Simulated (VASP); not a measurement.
# Sb in VASP: a series of runs

The runs below take Sb through relaxation of cell and atoms, single point, with RPBE+D3(BJ), PBE.

Program: VASP 6.6.1. These are calculated values, not measurements. Logs are shortened: lines on timing, memory, paths and dates and some standing lists are left out, and cuts for length are marked.

### 1 The cell of the first run

It takes space group R-3m (No. 166, trigonal). The conventional cell has a = 4.308 Å, b = 4.308 Å, c = 11.274 Å, α = 90.00°, β = 90.00°, γ = 120.00°. Sb (site symmetry 3m) has 6 Sb at 2.91 to 3.35 Å within 3.8 Å.

### 2 Relaxation of cell and atoms, RPBE+D3(BJ)

INCAR

```
SYSTEM = Sb
PREC = Accurate ; ENCUT = 600
EDIFF = 1E-7 ; ISMEAR = -1
SIGMA = 0.05 ; LREAL = .False.
LASPH = .True. ; NELM = 60
ALGO = Normal ; ISIF = 3
LWAVE = .False. ; LCHARG = .False.
GGA = RP ; IVDW = 12
IBRION = 2 ; NSW = 80
EDIFFG = -0.02
```

KPOINTS

```
Automatic mesh
0
Gamma
  8 8 8
  0 0 0
```

POSCAR

```
Sb
1.0
    2.1542000000      1.2437279499      3.7580000000
   -2.1542000000      1.2437279499      3.7580000000
    0.0000000000     -2.4874558998      3.7580000000
Sb
2
Direct
    0.7665100000      0.7665100000      0.7665100000
    0.2334900000      0.2334900000      0.2334900000
```

Potentials or basis: VASP PAW PBE potentials, release 64 (Sb).

Launch:

```bash
$ cat potpaw_PBE.64/Sb/POTCAR > POTCAR
$ mpirun -np 1 vasp_std > vasp.out
```

OUTCAR:

```text
SYSTEM = Sb
   PREC = Accurate
   ENCUT = 600
   EDIFF = 1E-7
   ISMEAR = -1
   LREAL = .False.
   LASPH = .True.
   NELM = 60
   ISIF = 3
   GGA = RP
   IVDW = 12
   IBRION = 2
   NSW = 80
   EDIFFG = -0.02
 IVDW          = 12

 ion  position               nearest neighbor table
   1  0.767  0.767  0.767-   2 2.91   2 2.91   2 2.91   2 3.35   2 3.35   2 3.35
   2  0.233  0.233  0.233-   1 2.91   1 2.91   1 2.91   1 3.35   1 3.35   1 3.35

  LATTYP: Found a trigonal (rhomboedric) cell.
 ALAT       =     4.5066618304
 COS(alpha) =     0.5430253624

  Lattice vectors:

 A1 = (   2.1542000000,   1.2437279499,   3.7580000000)
 A2 = (  -2.1542000000,   1.2437279499,   3.7580000000)
 A3 = (   0.0000000000,  -2.4874558998,   3.7580000000)

Analysis of symmetry for initial positions (statically):
=====================================================================
 Subroutine PRICEL returns:
 Original cell was already a primitive cell.

 Routine SETGRP: Setting up the symmetry group for a
 trigonal (rhombohedral) supercell.

 Subroutine GETGRP returns: Found 12 space group operations
 (whereof 12 operations were pure point group operations)
 out of a pool of 12 trial point group operations.

The static configuration has the point symmetry D_3d.

Analysis of symmetry for dynamics (positions and initial velocities):
=====================================================================
 Subroutine PRICEL returns:
 Original cell was already a primitive cell.

 Routine SETGRP: Setting up the symmetry group for a
 trigonal (rhombohedral) supercell.

 Subroutine GETGRP returns: Found 12 space group operations
 (whereof 12 operations were pure point group operations)
 out of a pool of 12 trial point group operations.

The dynamic configuration has the point symmetry D_3d.

 Subroutine INISYM returns: Found 12 space group operations
 (whereof 12 operations are pure point group operations),
 and found     1 'primitive' translations

----------------------------------------------------------------------------------------

                                     Primitive cell

  volume of cell :      60.4115

  direct lattice vectors                    reciprocal lattice vectors
     2.154200000  1.243727950  3.758000000     0.232104726  0.134005726  0.088699663
    -2.154200000  1.243727950  3.758000000    -0.232104726  0.134005726  0.088699663
     0.000000000 -2.487455900  3.758000000     0.000000000 -0.268011452  0.088699663

  length of vectors
     4.506661830  4.506661830  4.506661830     0.282307932  0.282307932  0.282307932

  position of ions in fractional coordinates (direct lattice)
     0.766510000  0.766510000  0.766510000
     0.233490000  0.233490000  0.233490000

  ion indices of the primitive-cell ions
   primitive index   ion index
                 1           1
                 2           2

----------------------------------------------------------------------------------------

 KPOINTS: Automatic mesh

Automatic generation of k-mesh.
 Grid dimensions read from file:
 generate k-points for:    8    8    8

 Generating k-lattice:

  Cartesian coordinates                     Fractional coordinates (reciprocal lattice)
     0.029013091  0.016750716  0.011087458     0.125000000  0.000000000  0.000000000
    -0.029013091  0.016750716  0.011087458     0.000000000  0.125000000  0.000000000
     0.000000000 -0.033501431  0.011087458     0.000000000  0.000000000  0.125000000

  Length of vectors
     0.035288491  0.035288491  0.035288491

  Shift w.r.t. Gamma in fractional coordinates (k-lattice)
     0.000000000  0.000000000  0.000000000

 Subroutine IBZKPT returns following result:
 ===========================================

 Found     65 irreducible k-points:

 Following reciprocal coordinates:
            Coordinates               Weight
  0.000000  0.000000  0.000000      1.000000
  0.125000 -0.000000  0.000000      6.000000
  0.250000 -0.000000  0.000000      6.000000
  0.375000 -0.000000 -0.000000      6.000000
  0.500000 -0.000000  0.000000      3.000000
  0.125000  0.125000  0.000000      6.000000
[... 16 lines left out ...]
  0.250000  0.125000  0.125000      6.000000
  0.375000  0.125000  0.125000      6.000000
 [... further k-points ...]
   k-points           NKPTS =     65   k-points in BZ     NKDIM =     65   number of bands    NBANDS=      9
   number of dos      NEDOS =    301   number of ions     NIONS =      2
   total plane-waves  NPLWV =  46656
   dimension x,y,z NGX =    36 NGY =   36 NGZ =   36
   dimension x,y,z NGXF=    72 NGYF=   72 NGZF=   72
   ions per type =               2
   NGX,Y,Z   is equivalent  to a cutoff of  13.28, 13.28, 13.28 a.u.
   NGXF,Y,Z  is equivalent  to a cutoff of  26.56, 26.56, 26.56 a.u.
 SYSTEM =  Sb
   PREC   = accura    normal or accurate (medium, high low for compatibility)
   ISTART =      0    job   : 0-new  1-cont  2-samecut
   ICHARG =      2    charge: 1-file 2-atom 10-const
   ISPIN  =      1    spin polarized calculation?
   LNONCOLLINEAR =      F non collinear calculations
   LSORBIT =      F    spin-orbit coupling
   LASPH  =      T    aspherical Exc in radial PAW
   ENCUT  =  600.0 eV  44.10 Ry    6.64 a.u.   9.00  9.00  9.00*2*pi/ulx,y,z
   NELM   =     60;   NELMIN=  2; NELMDL= -5     # of ELM steps
   EDIFF  = 0.1E-06   stopping-criterion for ELM
   LREAL  =      F    real-space projection
   EDIFFG = -.2E-01   stopping-criterion for IOM
   NSW    =     80    number of steps for IOM
   IBRION =      2    ionic relax: 0-MD 1-quasi-New 2-CG
   NFREE  =      1    steps in history (QN), initial steepest desc. (CG)
   ISIF   =      3    stress and relaxation
   ISYM   =      2    0-nonsym 1-usesym 2-fastsym
   POTIM  = 0.5000    time-step for ionic-motion
   TEBEG  =    0.0;   TEEND  =   0.0 temperature during run
   PSTRESS=    0.0 pullay stress
   NELECT =      10.0000    total number of electrons
   NUPDOWN=      -1.0000    fix difference up-down
   EMIN   =  10.00;   EMAX   =-10.00  energy-range for DOS
   EFERMI =   0.00;   METHOD = LEGACY
   ISMEAR =    -1;   SIGMA  =   0.05  broadening in eV -4-tet -1-fermi 0-gaus
   EFERMI_NEDOS =   21; number of points for ismear=-14 and -15
   IALGO  =     38    algorithm
   IMIX   =      4    mixing-type and parameters
     AMIX     =   0.40;   BMIX     =  1.00
     AMIX_MAG =   1.60;   BMIX_MAG =  1.00
  volume/ion in A,a.u.               =      30.21       203.84
  Fermi-wavevector in a.u.,A,eV,Ry     =   0.898880  1.698637 10.993305  0.807985
  Thomas-Fermi vector in A             =   2.021644
   LORBIT       =      0    0 simple, 1 ext, 2 COOP (PROOUT), +10 PAW based schemes
   GGA     = RP    functional components
   LHFCALC =     F    Hartree Fock is set to
   AEXX    =    0.0000 exact exchange contribution
   IVDW    =    12    specifies the selected vdW correction
   LEPSILON=     F    determine dielectric tensor
   LRPA    =     F    only Hartree local field effects (RPA)
 conjugate gradient relaxation of ions
 non-spin polarized calculation
  energy-cutoff  :      600.00
  volume of cell :       60.41
 maximum number of plane-waves:      2032
   NGX = 17   NGY = 17   NGZ = 17

--------------------------------------- Ionic step        1  -------------------------------------------

 number of electron      10.0000000 magnetization

 Free energy of the ion-electron system (eV)
  ---------------------------------------------------
  ext. energy  EPLUGINS =         0.00000000
  ---------------------------------------------------
  free energy    TOTEN  =        -7.50625928 eV

  energy without entropy =       -7.50329540  energy(sigma->0) =       -7.50477734

 E-fermi :   7.4975     XC(G=0):  -9.4567

 val. band max:        7.4671152183   @ k =   0.3750   0.2500   0.2500
 cond. band min:       7.5035050012   @ k =   0.3750   0.1250   0.1250
 fundamental gap:      0.0363897829
 Fermi energy:         7.4975193214

 k-point     1 :       0.0000    0.0000    0.0000
  band No.  band energies     occupation
      1      -5.3208      2.00000
      2       2.6401      2.00000
      3       5.3208      2.00000
      4       5.5813      2.00000
      5       5.5813      2.00000
      6       9.4521      0.00000
      7      10.0909      0.00000
      8      10.0909      0.00000
      9      12.4668      0.00000
[... 265 lines left out ...]
 k-point    24 :       0.3750    0.1250    0.1250
  band No.  band energies     occupation
      1      -4.3222      2.00000
      2      -0.1251      2.00000
      3       4.0162      2.00000
      4       5.8416      2.00000
      5       7.5035      0.94021
      6       7.5892      0.27578
      7       8.0667      0.00002
      8      10.4459      0.00000
      9      12.4019      0.00000

 [... further k-points ...]

------------------------ aborting loop because EDIFF is reached ----------------------------------------

 Edisp (eV)   -4.13830

 E8    (eV) :    -2.7186
[... 105 lines left out ...]
  FREE ENERGIE OF THE ION-ELECTRON SYSTEM (eV)
  ---------------------------------------------------
  free  energy   TOTEN  =       -12.1663812499 eV

  energy  without entropy=      -12.1616475897  energy(sigma->0) =      -12.16401442

[... ionic steps 4 to 20 ...]

--------------------------------------- Ionic step       21  -------------------------------------------

 number of electron      10.0000000 magnetization

------------------------ aborting loop because EDIFF is reached ----------------------------------------
[... 75 lines left out ...]
--------------------------------------- Ionic step       23  -------------------------------------------

 number of electron      10.0000000 magnetization

 Free energy of the ion-electron system (eV)
  ---------------------------------------------------
  ext. energy  EPLUGINS =         0.00000000
  ---------------------------------------------------
  free energy    TOTEN  =        -6.42714671 eV

  energy without entropy =       -6.42166691  energy(sigma->0) =       -6.42440681

 E-fermi :  10.8754     XC(G=0): -10.7113

 val. band max:       10.8362533849   @ k =  -0.1250   0.1250   0.0000
 cond. band min:      10.8995148422   @ k =  -0.3750   0.3750   0.2500
 fundamental gap:      0.0632614574
 Fermi energy:        10.8753807266

 k-point     1 :       0.0000    0.0000    0.0000
  band No.  band energies     occupation
      1      -3.7925      2.00000
      2       7.7838      2.00000
      3       7.9783      2.00000
      4       9.1474      2.00000
      5       9.1474      2.00000
      6      14.6392      0.00000
      7      14.6741      0.00000
      8      14.6741      0.00000
      9      15.0335      0.00000
[... 265 lines left out ...]
 k-point    24 :       0.3750    0.1250    0.1250
  band No.  band energies     occupation
      1      -2.4345      2.00000
      2       3.0358      2.00000
      3       6.4975      2.00000
      4      10.4380      1.99968
      5      10.4887      1.99912
      6      11.3948      0.00006
      7      12.1225      0.00000
      8      14.4955      0.00000
      9      16.4721      0.00000

 [... further k-points ...]

------------------------ aborting loop because EDIFF is reached ----------------------------------------

 Edisp (eV)   -6.04927

 E8    (eV) :    -4.0393
[... 25 lines left out ...]
  FREE ENERGIE OF THE ION-ELECTRON SYSTEM (eV)
  ---------------------------------------------------
  free  energy   TOTEN  =       -12.4764134553 eV

  energy  without entropy=      -12.4709336582  energy(sigma->0) =      -12.47367356

 reached required accuracy - stopping structural energy minimisation
```

Run time: 10 min. Hardware: 1 thread of Intel Xeon 8259CL, shared host; peak memory 0.25 GiB.

What came out:

- Free energy: -12.4764 eV
- Relaxed volume: 23.16 Å³/atom
- Relaxed cell: a = 4.155 Å, b = 4.155 Å, c = 4.155 Å, α = 56.26°, β = 56.26°, γ = 56.26°
- Space group after relaxing (to 0.1 Å): R-3m (No. 166)
- Energy gained by relaxing: 415.9 meV/atom
- Ionic steps: 23
- Pressure after relaxing: 0.0 GPa
- Band gap on the k mesh: zero (bands 5 and 6 overlap by 1.47 eV)
- Dispersion energy per atom: -3.025 eV

Forces in eV/Å, atoms in the order of the input:
```
Sb   0.000  0.000 -0.002
Sb   0.000  0.000  0.002
```

Step by step:
```tsv
step	energy change (eV)	largest force (eV/Å)	pressure (GPa)	volume (Å³)
1	0.0000	0.3048	-12.12	60.41
2	-0.1969	3.3119	19.37	42.56
3	-0.5218	1.8469	0.29	49.26
4	-0.7471	0.9658	1.91	46.44
5	-0.7582	0.0565	7.96	43.80
6	-0.7854	0.5861	4.05	45.14
7	-0.7866	0.4443	4.80	44.82
8	-0.7829	0.0830	-4.92	48.87
9	-0.8209	0.1120	-0.40	46.69
10	-0.8209	0.1170	-0.31	46.65
11	-0.8226	0.0441	-0.02	46.51
12	-0.8233	0.0293	0.28	46.38
13	-0.8247	0.0712	-0.06	46.50
14	-0.8257	0.1742	-0.85	46.78
15	-0.8259	0.1409	-0.60	46.69
16	-0.8266	0.1490	-0.57	46.67
17	-0.8280	0.1733	-0.46	46.58
18	-0.8283	0.2116	-0.13	46.40
19	-0.8285	0.1980	-0.26	46.48
20	-0.8296	0.1644	-0.10	46.40
21	-0.8312	0.0769	0.33	46.20
22	-0.8314	0.0389	0.53	46.12
23	-0.8319	0.0025	0.03	46.31
```

Final structure:
```yaml
crystal:
  lattice:
    - [1.95867, 1.13084, 3.48499]
    - [-1.95867, 1.13084, 3.48499]
    - [0.00000, -2.26168, 3.48499]
  atoms:
    - { symbol: Sb, position: [0.75002, 0.75002, 0.75002] }
    - { symbol: Sb, position: [0.24998, 0.24998, 0.24998] }
```

Levels at points of the mesh, in eV from the Fermi level:
| k point | band 1 | band 2 | band 3 | band 4 | band 5 | band 6 | band 7 | band 8 | band 9 |
| --- | --- | --- | --- | --- | --- | --- | --- | --- | --- |
| (0.00, 0.00, 0.00) | -14.67 | -3.09 | -2.90 | -1.73 | -1.73 | 3.76 | 3.80 | 3.80 | 4.16 |
| (0.50, 0.00, 0.00) | -11.10 | -11.10 | -1.49 | -1.49 | -0.90 | -0.90 | 0.45 | 0.45 | 8.18 |
| (0.50, 0.50, 0.00) | -11.16 | -7.58 | -7.34 | -5.24 | -4.40 | 1.14 | 6.61 | 6.79 | 9.51 |
| (0.50, 0.50, 0.50) | -11.55 | -11.54 | -0.47 | -0.47 | -0.47 | -0.47 | 1.39 | 1.39 | 9.32 |

Caveat: the volume moved by over 15 % at a fixed basis, so the end points are rough; the PAW data sets were made with another functional, which shifts forces and pressure a little; spin-orbit coupling is left out, which moves the levels of the heavy elements.

### 3 Single point, PBE

INCAR

```
PREC = Accurate
ENCUT = 520
EDIFF = 1E-6
ISMEAR = -1
SIGMA = 0.05
LREAL = False
LASPH = True
NELM = 100
ALGO = Normal
ISIF = 2
LWAVE = False
LCHARG = True
GGA = PE
LELF = True
LVHAR = True
NBANDS = 12
```

KPOINTS

```
Automatic mesh
0
Gamma
  8 8 8
```

POSCAR

```
Sb
1.0
    2.1604186397      1.2544989499      3.7580000000
   -2.1479813603      1.2329569499      3.7580000000
   -0.0124372795     -2.4874558998      3.7580000000
Sb
2
Direct
    0.7644994051      0.7654491363      0.7648478354
    0.2355005949      0.2345508637      0.2351521646
```

Potentials or basis: VASP PAW PBE potentials, release 64 (Sb).

Launch:

```bash
$ cat potpaw_PBE.64/Sb/POTCAR > POTCAR
$ mpirun -np 1 vasp_std > vasp.out
```

Wall time 2.7 min (1 thread of Intel Xeon 8259CL, shared host); peak memory 0.32 GiB.

It converged, with:

```yaml
Free_energy: -8.2613 eV
Pressure: 2.3 GPa
Largest_force: 0.028 eV/Å
Band_gap_on_the_k_mesh: zero (bands 5 and 6 overlap by 0.42 eV)
```

Forces on the atoms (eV/Å):
```
Sb  -0.004  0.000 -0.028
Sb   0.004  0.000  0.028
```

Stress tensor (GPa, compression positive):
```
 2.49 -0.28  0.23
-0.28  2.49  0.00
 0.23  0.00  1.80
```

Levels at points of the mesh, in eV from the Fermi level:
```tsv
k point	band 1	band 2	band 3	band 4	band 5	band 6	band 7	band 8	band 9	band 10
(0.00, 0.00, 0.00)	-12.77	-4.89	-2.20	-1.86	-1.82	2.12	2.63	2.68	4.91	5.01
(0.50, 0.00, 0.00)	-10.41	-9.74	-1.87	-1.86	-0.35	-0.21	0.04	0.35	7.49	8.04
(0.00, 0.50, 0.00)	-10.37	-9.71	-1.96	-1.83	-0.45	-0.34	0.04	0.27	7.52	8.11
(0.50, 0.50, 0.00)	-10.40	-8.03	-5.56	-3.88	-3.70	1.52	4.83	5.36	6.84	8.60
(0.00, 0.00, 0.50)	-10.39	-9.73	-1.91	-1.85	-0.40	-0.27	0.03	0.31	7.51	8.08
(0.50, 0.00, 0.50)	-10.37	-8.05	-5.58	-3.85	-3.75	1.50	4.83	5.33	6.87	8.58
(0.00, 0.50, 0.50)	-10.44	-8.00	-5.55	-3.90	-3.66	1.54	4.84	5.39	6.80	8.62
(0.50, 0.50, 0.50)	-11.17	-9.16	-1.35	-1.28	-0.48	-0.01	0.03	0.99	7.00	8.53
```

Caveat: spin-orbit coupling is left out, which moves the levels of the heavy elements.
